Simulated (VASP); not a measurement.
# SnO2 (P4_2/mnm) in VASP: further runs

The runs below take SnO2 through single point, relaxation of cell and atoms, with PBE.

All numbers are computed with VASP 6.6.1; they aren't measurements. Logs are shortened: lines on timing, memory, paths and dates and some standing lists are left out, and cuts for length are marked.

## 1. The cell of the first run

The structure is tetragonal, space group P4_2/mnm (No. 136). The conventional cell has a = 4.737 Å, b = 4.737 Å, c = 3.186 Å, α = 90.00°, β = 90.00°, γ = 90.00°. Sn (site symmetry mmm) has 6 O at 2.05 to 2.06 Å within 2.7 Å. Within 2.7 Å of O (site symmetry m2m) lie 3 Sn at 2.05 to 2.06 Å and 1 O at 2.60 Å.

## 2. Single point, PBE

The input, INCAR:

```
SYSTEM = SnO2
ALGO = Normal
EDIFF = 1E-6
ENCUT = 600
GGA = PE
GGA_COMPAT = .FALSE.
ISIF = 2
ISMEAR = 0
LASPH = .TRUE.
LCHARG = .TRUE.
LELF = .TRUE.
LREAL = .FALSE.
LVHAR = .TRUE.
LWAVE = .FALSE.
NBANDS = 35
NELM = 120
PREC = Accurate
SIGMA = 0.1
```

The input, KPOINTS:

```
k-points
0
G
  4 4 6
  0 0 0
```

The input, POSCAR:

```
SnO2
1.0
    4.7373500000      0.0000000000      0.0000000000
    0.0000000000      4.7373500000      0.0000000000
    0.0000000000      0.0000000000      3.1864000000
Sn O
2 4
Direct
    0.0000000000      0.0000000000      0.0000000000
    0.5000000000      0.5000000000      0.5000000000
    0.3056200000      0.3056200000      0.0000000000
    0.1943800000      0.8056200000      0.5000000000
    0.6943800000      0.6943800000      0.0000000000
    0.8056200000      0.1943800000      0.5000000000
```

Potentials or basis: VASP PAW PBE potentials, release 64 (Sn_d, O).

On the command line:

```
> cat potpaw_PBE.64/Sn_d/POTCAR potpaw_PBE.64/O/POTCAR > POTCAR
> mpirun -np 1 vasp_std > vasp.out
```

OUTCAR:

```text
SYSTEM = SnO2
   EDIFF = 1E-6
   ENCUT = 600
   GGA = PE
   ISIF = 2
   ISMEAR = 0
   LASPH = .TRUE.
   LREAL = .FALSE.
   NELM = 120
   PREC = Accurate

 ion  position               nearest neighbor table
   1  0.000  0.000  0.000-   3 2.05   5 2.05   4 2.06   6 2.06   4 2.06   6 2.06   2 3.71   2 3.71
                             2 3.71   2 3.71   2 3.71   2 3.71   2 3.71   2 3.71
   2  0.500  0.500  0.500-   4 2.05   6 2.05   5 2.06   3 2.06   3 2.06   5 2.06   1 3.71   1 3.71
                             1 3.71   1 3.71   1 3.71   1 3.71   1 3.71   1 3.71
   3  0.306  0.306  0.000-   1 2.05   2 2.06   2 2.06
   4  0.194  0.806  0.500-   2 2.05   1 2.06   1 2.06
   5  0.694  0.694  0.000-   1 2.05   2 2.06   2 2.06
   6  0.806  0.194  0.500-   2 2.05   1 2.06   1 2.06

  LATTYP: Found a simple tetragonal cell.
 ALAT       =     4.7373500000
 C/A-ratio  =     0.6726123255

  Lattice vectors:

 A1 = (   4.7373500000,   0.0000000000,   0.0000000000)
 A2 = (   0.0000000000,   4.7373500000,   0.0000000000)
 A3 = (   0.0000000000,   0.0000000000,   3.1864000000)

Analysis of symmetry for initial positions (statically):
=====================================================================
 Subroutine PRICEL returns:
 Original cell was already a primitive cell.

 Routine SETGRP: Setting up the symmetry group for a
 simple tetragonal supercell.

 Subroutine GETGRP returns: Found 16 space group operations
 (whereof  8 operations were pure point group operations)
 out of a pool of 16 trial point group operations.

The static configuration has the point symmetry D_2h.
 The point group associated with its full space group is D_4h.

Analysis of symmetry for dynamics (positions and initial velocities):
=====================================================================
 Subroutine PRICEL returns:
 Original cell was already a primitive cell.

 Routine SETGRP: Setting up the symmetry group for a
 simple tetragonal supercell.

 Subroutine GETGRP returns: Found 16 space group operations
 (whereof  8 operations were pure point group operations)
 out of a pool of 16 trial point group operations.

The dynamic configuration has the point symmetry D_2h.
 The point group associated with its full space group is D_4h.

 Subroutine INISYM returns: Found 16 space group operations
 (whereof  8 operations are pure point group operations),
 and found     1 'primitive' translations

----------------------------------------------------------------------------------------

                                     Primitive cell

  volume of cell :      71.5107

  direct lattice vectors                    reciprocal lattice vectors
     4.737350000  0.000000000  0.000000000     0.211088478  0.000000000  0.000000000
     0.000000000  4.737350000  0.000000000     0.000000000  0.211088478  0.000000000
     0.000000000  0.000000000  3.186400000     0.000000000  0.000000000  0.313833794

  length of vectors
     4.737350000  4.737350000  3.186400000     0.211088478  0.211088478  0.313833794

  position of ions in fractional coordinates (direct lattice)
     0.000000000  0.000000000  0.000000000
     0.500000000  0.500000000  0.500000000
     0.305620000  0.305620000  0.000000000
     0.194380000  0.805620000  0.500000000
     0.694380000  0.694380000  0.000000000
     0.805620000  0.194380000  0.500000000

  ion indices of the primitive-cell ions
   primitive index   ion index
                 1           1
                 2           2
                 3           3
                 4           4
                 5           5
                 6           6

----------------------------------------------------------------------------------------

 KPOINTS: k-points

Automatic generation of k-mesh.
 Grid dimensions read from file:
 generate k-points for:    4    4    6

 Generating k-lattice:

  Cartesian coordinates                     Fractional coordinates (reciprocal lattice)
     0.052772119  0.000000000  0.000000000     0.250000000  0.000000000  0.000000000
     0.000000000  0.052772119  0.000000000     0.000000000  0.250000000  0.000000000
     0.000000000  0.000000000  0.052305632     0.000000000  0.000000000  0.166666667

  Length of vectors
     0.052772119  0.052772119  0.052305632

  Shift w.r.t. Gamma in fractional coordinates (k-lattice)
     0.000000000  0.000000000  0.000000000

 Subroutine IBZKPT returns following result:
 ===========================================

 Found     24 irreducible k-points:

 Following reciprocal coordinates:
            Coordinates               Weight
  0.000000  0.000000  0.000000      1.000000
  0.250000  0.000000  0.000000      4.000000
  0.500000  0.000000  0.000000      2.000000
  0.250000  0.250000  0.000000      4.000000
  0.500000  0.250000  0.000000      4.000000
  0.500000  0.500000  0.000000      1.000000
[... 16 lines left out ...]
  0.500000  0.250000  0.500000      4.000000
  0.500000  0.500000  0.500000      1.000000
   k-points           NKPTS =     24   k-points in BZ     NKDIM =     24   number of bands    NBANDS=     35
   number of dos      NEDOS =    301   number of ions     NIONS =      6
   total plane-waves  NPLWV =  44800
   dimension x,y,z NGX =    40 NGY =   40 NGZ =   28
   dimension x,y,z NGXF=    80 NGYF=   80 NGZF=   56
   ions per type =               2   4
   NGX,Y,Z   is equivalent  to a cutoff of  14.04, 14.04, 14.61 a.u.
   NGXF,Y,Z  is equivalent  to a cutoff of  28.07, 28.07, 29.22 a.u.
 SYSTEM =  SnO2
   PREC   = accura    normal or accurate (medium, high low for compatibility)
   ISTART =      0    job   : 0-new  1-cont  2-samecut
   ICHARG =      2    charge: 1-file 2-atom 10-const
   ISPIN  =      1    spin polarized calculation?
   LNONCOLLINEAR =      F non collinear calculations
   LSORBIT =      F    spin-orbit coupling
   LASPH  =      T    aspherical Exc in radial PAW
   ENCUT  =  600.0 eV  44.10 Ry    6.64 a.u.   9.46  9.46  6.36*2*pi/ulx,y,z
   NELM   =    120;   NELMIN=  2; NELMDL= -5     # of ELM steps
   EDIFF  = 0.1E-05   stopping-criterion for ELM
   LREAL  =      F    real-space projection
   EDIFFG = 0.1E-04   stopping-criterion for IOM
   NSW    =      0    number of steps for IOM
   IBRION =     -1    ionic relax: 0-MD 1-quasi-New 2-CG
   NFREE  =      0    steps in history (QN), initial steepest desc. (CG)
   ISIF   =      2    stress and relaxation
   ISYM   =      2    0-nonsym 1-usesym 2-fastsym
   POTIM  = 0.5000    time-step for ionic-motion
   TEBEG  =    0.0;   TEEND  =   0.0 temperature during run
   PSTRESS=    0.0 pullay stress
   NELECT =      52.0000    total number of electrons
   NUPDOWN=      -1.0000    fix difference up-down
   EMIN   =  10.00;   EMAX   =-10.00  energy-range for DOS
   EFERMI =   0.00;   METHOD = LEGACY
   ISMEAR =     0;   SIGMA  =   0.10  broadening in eV -4-tet -1-fermi 0-gaus
   EFERMI_NEDOS =   21; number of points for ismear=-14 and -15
   IALGO  =     38    algorithm
   IMIX   =      4    mixing-type and parameters
     AMIX     =   0.40;   BMIX     =  1.00
     AMIX_MAG =   1.60;   BMIX_MAG =  1.00
  volume/ion in A,a.u.               =      11.92        80.43
  Fermi-wavevector in a.u.,A,eV,Ry     =   1.472150  2.781961 29.486913  2.167227
  Thomas-Fermi vector in A             =   2.587200
   LORBIT       =      0    0 simple, 1 ext, 2 COOP (PROOUT), +10 PAW based schemes
   GGA     = PE    functional components
   LHFCALC =     F    Hartree Fock is set to
   AEXX    =    0.0000 exact exchange contribution
   IVDW    =     0    specifies the selected vdW correction
   LEPSILON=     F    determine dielectric tensor
   LRPA    =     F    only Hartree local field effects (RPA)
 non-spin polarized calculation
 Gauss-broadening in eV      SIGMA  =   0.10
  energy-cutoff  :      600.00
  volume of cell :       71.51
 maximum number of plane-waves:      2409
 NGX is ok and might be reduce to    40
   NGX = 19   NGY = 19   NGZ = 13

 number of electron      52.0000000 magnetization

 Free energy of the ion-electron system (eV)
  ---------------------------------------------------
  ext. energy  EPLUGINS =         0.00000000
  ---------------------------------------------------
  free energy    TOTEN  =       -37.17383006 eV

  energy without entropy =      -37.17383006  energy(sigma->0) =      -37.17383006

 E-fermi :   6.5715     XC(G=0): -11.2619

 val. band max:        6.1519794033   @ k =   0.0000   0.0000   0.0000
 cond. band min:       7.3943889567   @ k =   0.0000   0.0000   0.0000
 fundamental gap:      1.2424095533
 Fermi energy:         6.5714513927

 k-point     1 :       0.0000    0.0000    0.0000
  band No.  band energies     occupation
      1     -14.9663      2.00000
      2     -14.1661      2.00000
      3     -13.9091      2.00000
      4     -13.8816      2.00000
      5     -13.8816      2.00000
      6     -13.8183      2.00000
[... 27 lines left out ...]
     34      18.3284      0.00000
     35      18.7735      0.00000

 k-point     2 :       0.2500    0.0000    0.0000
  band No.  band energies     occupation
      1     -14.8696      2.00000
      2     -14.2859      2.00000
      3     -13.9091      2.00000
      4     -13.8808      2.00000
      5     -13.8777      2.00000
      6     -13.8775      2.00000
[... 27 lines left out ...]
     34      18.3641      0.00000
     35      18.7654      0.00000

 k-point     3 :       0.5000    0.0000    0.0000
  band No.  band energies     occupation
      1     -14.6030      2.00000
      2     -14.6030      2.00000
      3     -13.9078      2.00000
      4     -13.9078      2.00000
      5     -13.8735      2.00000
      6     -13.8735      2.00000
[... 27 lines left out ...]
     34      18.6447      0.00000
     35      18.7575      0.00000
[... 723 lines left out ...]
 k-point    23 :       0.5000    0.2500    0.5000
  band No.  band energies     occupation
      1     -14.8151      2.00000
      2     -14.8151      2.00000
      3     -14.0555      2.00000
      4     -14.0555      2.00000
      5     -13.7499      2.00000
      6     -13.7499      2.00000
[... 27 lines left out ...]
     34      17.7032      0.00000
     35      18.9986      0.00000

 k-point    24 :       0.5000    0.5000    0.5000
  band No.  band energies     occupation
      1     -14.7059      2.00000
      2     -14.7059      2.00000
      3     -14.2378      2.00000
      4     -14.2378      2.00000
      5     -13.7454      2.00000
      6     -13.7454      2.00000
[... 27 lines left out ...]
     34      17.3103      0.00000
     35      19.3050      0.00000

------------------------ aborting loop because EDIFF is reached ----------------------------------------

  FORCE on cell =-STRESS in cart. coord.  units (eV):
  Direction    XX          YY          ZZ          XY          YZ          ZX
  --------------------------------------------------------------------------------------
  -------------------------------------------------------------------------------------
  Total        4.6531975      4.6531975      5.8136159      0.0000000      0.0000000      0.0000000
  in kB      104.2535440    104.2535440    130.2523839      0.0000000      0.0000000      0.0000000
  external PRESSURE =     112.9198240 kB  Pullay stress =       0.0000000 kB

 VOLUME and BASIS-vectors are now :
 -----------------------------------------------------------------------------
  energy-cutoff  :      600.00
  volume of cell :       71.51
      direct lattice vectors                 reciprocal lattice vectors
     4.737350000  0.000000000  0.000000000     0.211088478  0.000000000  0.000000000
     0.000000000  4.737350000  0.000000000     0.000000000  0.211088478  0.000000000
     0.000000000  0.000000000  3.186400000     0.000000000  0.000000000  0.313833794

 POSITION                                       TOTAL-FORCE (eV/Angst)
 -----------------------------------------------------------------------------------
      0.00000      0.00000      0.00000        -0.000000     -0.000000     -0.000000
      2.36868      2.36868      1.59320        -0.000000     -0.000000     -0.000000
      1.44783      1.44783      0.00000        -0.036032     -0.036032      0.000000
      0.92085      3.81650      1.59320         0.036032     -0.036032     -0.000000
      3.28952      3.28952      0.00000         0.036032      0.036032     -0.000000
      3.81650      0.92085      1.59320        -0.036032      0.036032     -0.000000
 -----------------------------------------------------------------------------------
    total drift:                                0.000000     -0.000000     -0.000000

  FREE ENERGIE OF THE ION-ELECTRON SYSTEM (eV)
  ---------------------------------------------------
  free  energy   TOTEN  =       -37.1738300595 eV

  energy  without entropy=      -37.1738300595  energy(sigma->0) =      -37.17383006
```

Run time: 47 s. Hardware: 1 thread of AMD EPYC 7R13 (Zen 3), shared host; peak memory 0.2 GiB.

What came out:

| Property | Result |
| --- | --- |
| Free energy | -37.1738 eV |
| Pressure | 11.3 GPa |
| Largest force | 0.051 eV/Å |
| Band gap on the k mesh | 1.24 eV |

Forces on the atoms (eV/Å):
```
Sn   0.000  0.000  0.000
Sn   0.000  0.000  0.000
O   -0.036 -0.036  0.000
O    0.036 -0.036  0.000
O    0.036  0.036  0.000
O   -0.036  0.036  0.000
```

Stress tensor (GPa, compression positive):
```
10.43  0.00  0.00
 0.00 10.43  0.00
 0.00  0.00 13.03
```

Caveat: the cell stands under pressure; spin-orbit coupling is left out, which moves the levels of the heavy elements. A hybrid or GW would open this gap; PBE tends to underestimate it.

## 3. Single point, PBE

This run uses another cell than the first one, of 12.54 Å³/atom.

The input, INCAR:

```
SYSTEM = SnO2
  PREC = Accurate
  ENCUT = 600
  EDIFF = 1E-6
  ISMEAR = 0
  SIGMA = 0.1
  LREAL = .False.
  LASPH = .True.
  NELM = 120
  ALGO = Normal
  ISIF = 2
  LWAVE = .False.
  LCHARG = .False.
  GGA = PE
  NBANDS = 35
  GGA_COMPAT = .False.
```

The input, KPOINTS:

```
regular mesh
0
Gamma
  4 4 6
  0 0 0
```

The input, POSCAR:

```
SnO2
1.0
    4.8214241354      0.0000000000      0.0000000000
    0.0000000000      4.8214241354      0.0000000000
    0.0000000000      0.0000000000      3.2378035531
Sn O
2 4
Direct
    0.0000000000      0.0000000000      0.0000000000
    0.5000000000      0.5000000000      0.5000000000
    0.3061673362      0.3061673362      0.0000000000
    0.1938326638      0.8061673362      0.5000000000
    0.6938326638      0.6938326638      0.0000000000
    0.8061673362      0.1938326638      0.5000000000
```

Potentials or basis: VASP PAW PBE potentials, release 64 (Sn_d, O).

On the command line:

```
> cat potpaw_PBE.64/Sn_d/POTCAR potpaw_PBE.64/O/POTCAR > POTCAR
> mpirun -np 1 vasp_std > vasp.out
```

Wall time 61 s (1 thread of AMD EPYC 7R13 (Zen 3), shared host); peak memory 0.2 GiB.

It converged, with:

| Item | Value |
| --- | --- |
| Free energy | -37.3175 eV |
| Pressure | 0.8 GPa |
| Largest force | 0.035 eV/Å |
| Band gap on the k mesh | 0.68 eV |

Forces in eV/Å, atoms in the order of the input:
```
Sn   0.000  0.000  0.000
Sn   0.000  0.000  0.000
O    0.025  0.025  0.000
O   -0.025  0.025  0.000
O   -0.025 -0.025  0.000
O    0.025 -0.025  0.000
```

Stress tensor (GPa, compression positive):
```
0.73 0.00 0.00
0.00 0.73 0.00
0.00 0.00 0.82
```

Levels at points of the mesh, in eV from the valence-band top:
```tsv
k point	band 22	band 23	band 24	band 25	band 26	band 27	band 28	band 29	band 30	band 31
(0.00, 0.00, 0.00)	-1.26	-1.26	-0.74	-0.74	0.00	0.68	5.72	6.06	6.06	10.10
(0.50, 0.00, 0.00)	-1.91	-1.21	-1.21	-0.61	-0.61	3.90	3.90	6.82	6.82	10.44
(0.50, 0.50, 0.00)	-1.89	-1.33	-1.33	-0.86	-0.86	4.30	4.30	7.17	7.17	10.52
(0.00, 0.00, 0.50)	-2.59	-1.54	-1.54	-1.18	-1.18	5.60	5.60	9.37	9.37	10.31
(0.50, 0.00, 0.50)	-1.67	-1.02	-1.02	-0.75	-0.75	5.86	5.86	7.63	7.63	10.58
(0.50, 0.50, 0.50)	-2.42	-0.92	-0.92	-0.78	-0.78	4.35	4.35	8.64	8.64	10.58
```

Caveat: spin-orbit coupling is left out, which moves the levels of the heavy elements.

## 4. Single point, PBE

This run uses another cell than the first one, of 12.58 Å³/atom.

The input, INCAR:

```
PREC = Accurate
ENCUT = 600
EDIFF = 1E-6
ISMEAR = 0
SIGMA = 0.02
LREAL = False
LASPH = True
NELM = 120
ALGO = Normal
ISIF = 2
LWAVE = False
LCHARG = True
GGA = PE
LELF = True
LVHAR = True
NBANDS = 35
GGA_COMPAT = False
```

The input, KPOINTS:

```
regular mesh
0
Gamma
  6 6 8
```

The input, POSCAR:

```
SnO2
1.0
    4.8275916091      0.0000000000      0.0000000000
    0.0000000000      4.8275916091      0.0000000000
    0.0000000000      0.0000000000      3.2379146019
Sn O
2 4
Direct
    0.0000000000      0.0000000000      0.0000000000
    0.5000000000      0.5000000000      0.5000000000
    0.3065979776      0.3065979776      0.0000000000
    0.1934020224      0.8065979776      0.5000000000
    0.6934020224      0.6934020224      0.0000000000
    0.8065979776      0.1934020224      0.5000000000
```

On the command line:

```
> cat potpaw_PBE.64/Sn_d/POTCAR potpaw_PBE.64/O/POTCAR > POTCAR
> mpirun -np 1 vasp_std > vasp.out
```

Run time: 2 min. Hardware: 1 thread of AMD EPYC 7R13 (Zen 3), shared host; peak memory 0.25 GiB.

The run converged. Its results:

```
Free energy            : -37.3202 eV
Pressure               : 0.4 GPa
Largest force          : 0.019 eV/Å
Band gap on the k mesh : 0.67 eV
```

Forces on the atoms (eV/Å):
```
Sn   0.000  0.000  0.000
Sn   0.000  0.000  0.000
O   -0.013 -0.013  0.000
O    0.013 -0.013  0.000
O    0.013  0.013  0.000
O   -0.013  0.013  0.000
```

Stress tensor (GPa, compression positive):
```
0.34 0.00 0.00
0.00 0.34 0.00
0.00 0.00 0.64
```

Levels at points of the mesh, in eV from the valence-band top:
```
           k point  band 23  band 24  band 25  band 26  band 27  band 28  band 29  band 30
(0.00, 0.00, 0.00)    -1.26    -0.74    -0.74     0.00     0.67     5.69     6.06     6.06
(0.50, 0.00, 0.00)    -1.21    -1.21    -0.61    -0.61     3.88     3.88     6.81     6.81
(0.50, 0.50, 0.00)    -1.33    -1.33    -0.85    -0.85     4.27     4.27     7.15     7.15
(0.00, 0.00, 0.50)    -1.53    -1.53    -1.18    -1.18     5.59     5.59     9.36     9.36
(0.50, 0.00, 0.50)    -1.02    -1.02    -0.75    -0.75     5.85     5.85     7.60     7.60
(0.50, 0.50, 0.50)    -0.92    -0.92    -0.78    -0.78     4.35     4.35     8.61     8.61
```

Caveat: spin-orbit coupling is left out, which moves the levels of the heavy elements.

(Part 1 of 2 ends here.)
